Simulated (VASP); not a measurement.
Here is a VASP 6.6.1 calculation.

The input INCAR:

```
SYSTEM = Sn24O49
  PREC = Accurate
  ENCUT = 520
  EDIFF = 1E-6
  ISMEAR = -1
  SIGMA = 0.05
  LREAL = Auto
  LASPH = .True.
  NELM = 60
  ALGO = Normal
  ISIF = 2
  LWAVE = .False.
  LCHARG = .False.
  GGA = PS
  ISYM = 0
  NBANDS = 357
  NCORE = 4
```

KPOINTS

```
Automatic mesh
0
Gamma
  1 1 1
  0.25 0.25 0.25
```

File POSCAR:

```
Sn24O49
1.0
    9.5380920000      0.0000000000      0.0000000000
    0.0000000000      9.5380920000      0.0000000000
    0.0000000000      0.0000000000      9.6363030000
Sn O
24 49
Direct
    0.9987550000      0.0015000000      0.0000290000
    0.0001610000      0.9973350000      0.3327610000
    0.0027720000      0.0000770000      0.6672750000
    0.9981070000      0.5009810000      0.0000010000
    0.9999520000      0.4999050000      0.3337800000
    0.0013960000      0.4982840000      0.6673790000
    0.4992010000      0.0021050000      0.0000500000
    0.5018820000      0.9987200000      0.3326360000
    0.5003430000      0.0002140000      0.6662820000
    0.5025380000      0.4977120000      0.0000950000
    0.4899560000      0.5062280000      0.3245750000
    0.4937660000      0.5104970000      0.6756650000
    0.2457920000      0.2483330000      0.1646130000
    0.2520040000      0.2514070000      0.4975740000
    0.2514490000      0.2519400000      0.8319470000
    0.2480510000      0.7525840000      0.1656020000
    0.2503540000      0.7497900000      0.5000290000
    0.2474830000      0.7521800000      0.8344400000
    0.7495410000      0.2497810000      0.1673390000
    0.7578140000      0.2422670000      0.4999500000
    0.7503710000      0.2506960000      0.8326840000
    0.7483160000      0.7487910000      0.1681240000
    0.7487340000      0.7481900000      0.5025310000
    0.7519550000      0.7545110000      0.8355130000
    0.1534830000      0.1521720000      0.9971230000
    0.1529560000      0.1507060000      0.3332590000
    0.1556540000      0.1540990000      0.6655840000
    0.1491860000      0.6561830000      0.0004550000
    0.1546530000      0.6521770000      0.3327220000
    0.1555170000      0.6516640000      0.6670740000
    0.6533350000      0.1540000000      0.9999500000
    0.6679750000      0.1364890000      0.3304440000
    0.6528550000      0.1551710000      0.6647180000
    0.6538550000      0.6534850000      0.0000610000
    0.6503280000      0.6512720000      0.3349200000
    0.6458410000      0.6669820000      0.6735910000
    0.3468160000      0.3463190000      0.0000290000
    0.3336180000      0.3541440000      0.3266460000
    0.3490420000      0.3498390000      0.6651180000
    0.3440570000      0.8509230000      0.9995910000
    0.3485100000      0.8446120000      0.3329930000
    0.3480880000      0.8454020000      0.6673290000
    0.8462420000      0.3468350000      0.0000780000
    0.8450420000      0.3472730000      0.3353060000
    0.8636660000      0.3320900000      0.6694340000
    0.8481150000      0.8467520000      0.0029880000
    0.8461370000      0.8445360000      0.3344900000
    0.8495360000      0.8472530000      0.6668000000
    0.0923500000      0.4018010000      0.1652840000
    0.0977230000      0.4036420000      0.4995510000
    0.1003230000      0.4062320000      0.8350750000
    0.0962710000      0.9037620000      0.1661350000
    0.0984470000      0.9017360000      0.5000450000
    0.0964260000      0.9040020000      0.8338950000
    0.5957270000      0.4032700000      0.1655920000
    0.5605370000      0.3517920000      0.4538140000
    0.5968810000      0.4045670000      0.8345330000
    0.5939470000      0.8998560000      0.1649350000
    0.5966380000      0.9025820000      0.5004910000
    0.5985230000      0.9080180000      0.8348110000
    0.4044100000      0.0989290000      0.1679220000
    0.4028120000      0.0959080000      0.4981030000
    0.4036520000      0.0985360000      0.8318950000
    0.4008560000      0.6006890000      0.1597340000
    0.4048280000      0.5952080000      0.5000130000
    0.3992730000      0.5992930000      0.8405490000
    0.9064140000      0.0991490000      0.1666080000
    0.9076720000      0.0924700000      0.4999920000
    0.9009940000      0.0937960000      0.8334710000
    0.9016180000      0.5964920000      0.1681440000
    0.9042950000      0.5974600000      0.5019490000
    0.9012300000      0.5957610000      0.8321340000
    0.6484310000      0.4407160000      0.5465110000
```

Potentials or basis: VASP PAW PBE potentials, release 64 (Sn_d, O).

Run with:

```console
$ cat potpaw_PBE.64/Sn_d/POTCAR potpaw_PBE.64/O/POTCAR > POTCAR
$ mpirun -np 4 vasp_std > vasp.out
```

Q: What does it give for the band gap on the k mesh?

A: 2.08 eV.

Q: Predict the pressure.

A: 2.1 GPa.

Q: Estimate the largest force.

A: 0.234 eV/Å.

Stress tensor (GPa, compression positive):
```
 1.66 -0.82  0.44
-0.82  1.67  0.45
 0.44  0.45  2.90
```

Caveat: the PAW data sets were made with another functional, which shifts forces and pressure a little; spin-orbit coupling is left out, which moves the levels of the heavy elements.
